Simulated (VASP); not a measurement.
# SiO2 (P-3m1) in VASP: further runs, part 2 of 2

VASP 6.6.1. The steps go on from the part before.

**3. Phonons, PBE+D3(BJ)**

Input file INCAR:

```
PREC = Accurate ; ENCUT = 520
EDIFF = 1E-8 ; ISMEAR = 0
SIGMA = 0.01 ; LREAL = F
LASPH = T ; NELM = 60
ALGO = Normal ; ISIF = 2
LWAVE = F ; LCHARG = F
GGA = PE ; IVDW = 12
IBRION = 6 ; NFREE = 2
POTIM = 0.015 ; NSW = 1
```

Input file KPOINTS:

```
regular mesh
0
Gamma
  12 12 6
```

Input file POSCAR:

```
SiO2
1.0
    2.6865084272      0.0000000000      0.0000000000
   -1.3432542136      2.3265845455      0.0000000000
    0.0000000000      0.0000000000      4.6006108566
Si O
1 2
Direct
    0.0000000000      0.0000000000      0.5000000000
    0.3333333333      0.6666666667      0.6990237700
    0.6666666667      0.3333333333      0.3009762300
```

Potentials or basis: VASP PAW PBE potentials, release 64 (Si, O).

The run is started by

```console
cat potpaw_PBE.64/Si/POTCAR potpaw_PBE.64/O/POTCAR > POTCAR
mpirun -np 1 vasp_std > vasp.out
```

OUTCAR:

```text
PREC = Accurate
   ENCUT = 520
   EDIFF = 1E-8
   ISMEAR = 0
   LREAL = F
   LASPH = T
   NELM = 60
   ISIF = 2
   GGA = PE
   IVDW = 12
   IBRION = 6
   NFREE = 2
   POTIM = 0.015
   NSW = 1
 IVDW          = 12

 ion  position               nearest neighbor table
   1  0.000  0.000  0.500-   2 1.80   3 1.80   3 1.80   2 1.80   3 1.80   2 1.80
   2  0.333  0.667  0.699-   1 1.80   1 1.80   1 1.80
   3  0.667  0.333  0.301-   1 1.80   1 1.80   1 1.80

  LATTYP: Found a hexagonal cell.
 ALAT       =     2.6865084272
 C/A-ratio  =     1.7124870371

  Lattice vectors:

 A1 = (   2.6865084272,   0.0000000000,   0.0000000000)
 A2 = (  -1.3432542136,   2.3265845455,   0.0000000000)
 A3 = (   0.0000000000,   0.0000000000,   4.6006108566)

Analysis of symmetry for initial positions (statically):
=====================================================================
 Subroutine PRICEL returns:
 Original cell was already a primitive cell.

 Routine SETGRP: Setting up the symmetry group for a
 hexagonal supercell.

 Subroutine GETGRP returns: Found 12 space group operations
 (whereof 12 operations were pure point group operations)
 out of a pool of 24 trial point group operations.

The static configuration has the point symmetry D_3d.

Analysis of symmetry for dynamics (positions and initial velocities):
=====================================================================
 Subroutine PRICEL returns:
 Original cell was already a primitive cell.

 Routine SETGRP: Setting up the symmetry group for a
 hexagonal supercell.

 Subroutine GETGRP returns: Found 12 space group operations
 (whereof 12 operations were pure point group operations)
 out of a pool of 24 trial point group operations.

The dynamic configuration has the point symmetry D_3d.

 Subroutine INISYM returns: Found 12 space group operations
 (whereof 12 operations are pure point group operations),
 and found     1 'primitive' translations

----------------------------------------------------------------------------------------

                                     Primitive cell

  volume of cell :      28.7556

  direct lattice vectors                    reciprocal lattice vectors
     2.686508427  0.000000000  0.000000000     0.372230360  0.214907299  0.000000000
    -1.343254214  2.326584545  0.000000000     0.000000000  0.429814598  0.000000000
     0.000000000  0.000000000  4.600610857     0.000000000  0.000000000  0.217362440

  length of vectors
     2.686508427  2.686508427  4.600610857     0.429814598  0.429814598  0.217362440

  position of ions in fractional coordinates (direct lattice)
     0.000000000  0.000000000  0.500000000
     0.333333333  0.666666667  0.699023770
     0.666666667  0.333333333  0.300976230

  ion indices of the primitive-cell ions
   primitive index   ion index
                 1           1
                 2           2
                 3           3

----------------------------------------------------------------------------------------

[... 86 lines left out ...]
   IALGO  =     38    algorithm
   IMIX   =      4    mixing-type and parameters
     AMIX     =   0.40;   BMIX     =  1.00
     AMIX_MAG =   1.60;   BMIX_MAG =  1.00
  volume/ion in A,a.u.               =       9.59        64.68
  Fermi-wavevector in a.u.,A,eV,Ry     =   1.346503  2.544522 24.668318  1.813070
  Thomas-Fermi vector in A             =   2.474330
   LORBIT       =      0    0 simple, 1 ext, 2 COOP (PROOUT), +10 PAW based schemes
   GGA     = PE    functional components
   LHFCALC =     F    Hartree Fock is set to
   AEXX    =    0.0000 exact exchange contribution
   IVDW    =    12    specifies the selected vdW correction
   LEPSILON=     F    determine dielectric tensor
   LRPA    =     F    only Hartree local field effects (RPA)
 finite differences with symmetry
 non-spin polarized calculation
 Gauss-broadening in eV      SIGMA  =   0.01
  energy-cutoff  :      520.00
  volume of cell :       28.76
 maximum number of plane-waves:       801
   NGX =  9   NGY =  9   NGZ = 17

--------------------------------------- Ionic step        1  -------------------------------------------

 number of electron      15.9999993 magnetization

 Free energy of the ion-electron system (eV)
  ---------------------------------------------------
  ext. energy  EPLUGINS =         0.00000000
  ---------------------------------------------------
  free energy    TOTEN  =       -22.72548407 eV

  energy without entropy =      -22.72548407  energy(sigma->0) =      -22.72548407

------------------------ aborting loop because EDIFF is reached ----------------------------------------

 Edisp (eV)   -0.56022

 E8    (eV) :    -0.1878
[... 319 lines left out ...]
--------------------------------------- Ionic step        9  -------------------------------------------

 number of electron      15.9999999 magnetization

 Free energy of the ion-electron system (eV)
  ---------------------------------------------------
  ext. energy  EPLUGINS =         0.00000000
  ---------------------------------------------------
  free energy    TOTEN  =       -22.72278108 eV

  energy without entropy =      -22.72278108  energy(sigma->0) =      -22.72278108

 E-fermi :   4.2733     XC(G=0): -10.7346

 val. band max:        4.1594023304   @ k =   0.1667   0.0000   0.0000
 cond. band min:      10.3238750244   @ k =   0.0000   0.0000   0.0000
 fundamental gap:      6.1644726940
 Fermi energy:         4.2732950866

 k-point     1 :       0.0000    0.0000    0.0000
  band No.  band energies     occupation
      1     -17.4156      2.00000
      2     -13.4518      2.00000
      3      -1.1818      2.00000
      4       1.7629      2.00000
      5       1.7629      2.00000
      6       2.8989      2.00000
      7       2.8989      2.00000
      8       3.8826      2.00000
      9      10.3239      0.00000
     10      12.3709      0.00000
     11      17.3736      0.00000
     12      17.3736      0.00000
[... 331 lines left out ...]
 k-point    24 :       0.0000    0.1667    0.1667
  band No.  band energies     occupation
      1     -16.9204      2.00000
      2     -13.3233      2.00000
      3      -0.8780      2.00000
      4      -0.0929      2.00000
      5       1.1745      2.00000
      6       1.5262      2.00000
      7       2.8957      2.00000
      8       4.0071      2.00000
      9      11.9989      0.00000
     10      13.6440      0.00000
     11      15.7826      0.00000
     12      18.1096      0.00000

 [... further k-points ...]

------------------------ aborting loop because EDIFF is reached ----------------------------------------

 Edisp (eV)   -0.56006

 E8    (eV) :    -0.1878
[... 26 lines left out ...]
  FREE ENERGIE OF THE ION-ELECTRON SYSTEM (eV)
  ---------------------------------------------------
  free  energy   TOTEN  =       -23.2828378491 eV

  energy  without entropy=      -23.2828378491  energy(sigma->0) =      -23.28283785

 INTERNAL STRAIN TENSORS FROM DISPLACED ATOMS
 ============================================

 INTERNAL STRAIN TENSOR FOR ION    1 for displacements in x,y,z  (eV/Angst):
          X           Y           Z          XY          YZ          ZX
  --------------------------------------------------------------------------------
  x     0.00000     0.00000     0.00000     0.00000     0.00000     0.00000
  y     0.00000     0.00000     0.00000     0.00000     0.00000     0.00000
  z     0.00000     0.00000     0.00000     0.00000     0.00000     0.00000

 INTERNAL STRAIN TENSOR FOR ION    3 for displacements in x,y,z  (eV/Angst):
          X           Y           Z          XY          YZ          ZX
  --------------------------------------------------------------------------------
  x     0.00000     0.00000     0.00000     3.18581     0.00000    15.48702
  y     3.18581    -3.18581     0.00000     0.00000    15.48702     0.00000
  z    10.11264    10.11264    24.10354     0.00000     0.00000     0.00000

 Eigenvectors and eigenvalues of the dynamical matrix
 ----------------------------------------------------

   1 f  =   24.988575 THz   157.007848 2PiTHz  833.529144 cm-1   103.344396 meV
             X         Y         Z           dx          dy          dz
      0.000000  0.000000  2.300305     0.000000   -0.000000   -0.729875
     -0.000000  1.551056  3.215936     0.000000   -0.000000    0.483365
      1.343254  0.775528  1.384675    -0.000000    0.000000    0.483365
[... 43 lines left out ...]
   9 f/i=    0.003471 THz     0.021808 2PiTHz    0.115773 cm-1     0.014354 meV
             X         Y         Z           dx          dy          dz
      0.000000  0.000000  2.300305     0.000000    0.000000    0.683581
     -0.000000  1.551056  3.215936     0.000000    0.000000    0.516100
      1.343254  0.775528  1.384675     0.000000    0.000000    0.516100

 ELASTIC MODULI CONTR FROM IONIC RELAXATION (kBar)
 Direction    XX          YY          ZZ          XY          YZ          ZX
 --------------------------------------------------------------------------------
 XX        -472.6260   -341.2369   -969.9235      0.0000   -319.3573      0.0000
 YY        -341.2369   -472.6260   -969.9235      0.0000    319.3573      0.0000
 ZZ        -969.9235   -969.9235  -2311.8183      0.0000      0.0000      0.0000
 XY           0.0000      0.0000      0.0000    -65.6946      0.0000   -319.3573
 YZ        -319.3573    319.3573      0.0000      0.0000  -1552.4740      0.0000
 ZX           0.0000      0.0000      0.0000   -319.3573      0.0000  -1552.4737
 --------------------------------------------------------------------------------
```

stdout:

```text
POSCAR found type information on POSCAR SiO
 POSCAR found :  2 types and       3 ions
 scaLAPACK will be used
 LDA part: xc-table for (Slater+PW92), standard interpolation
 POSCAR, INCAR and KPOINTS ok, starting setup
 FFT: planning ... GRIDC
 FFT: planning ... GRID_SOFT
 FFT: planning ... GRID
 WAVECAR not read
 entering main loop
 Found     4 degrees of freedom:
 Finite differences POTIM= 0.01500 DOF=   4
 bond charge predicted
 Finite differences progress:
 bond charge predicted
 Finite differences progress:
 bond charge predicted
 Finite differences progress:
 bond charge predicted
 Finite differences progress:
 bond charge predicted
 Finite differences progress:
 bond charge predicted
 Finite differences progress:
 bond charge predicted
 Finite differences progress:
 bond charge predicted
 Finite differences progress:
```

It took 7 min on 1 thread of Intel Xeon 8259CL, shared host; peak memory 0.39 GiB.

What came out:

```
Highest phonon frequency at Γ, LO-TO splitting left out : 834 cm⁻¹
Dispersion energy per atom                              : -0.187 eV
```

Phonon frequencies in cm⁻¹ (negative: imaginary):
```csv
q point,frequencies
"(0.000, 0.000, 0.000)",0 0 0 541 541 561 561 690 834
```
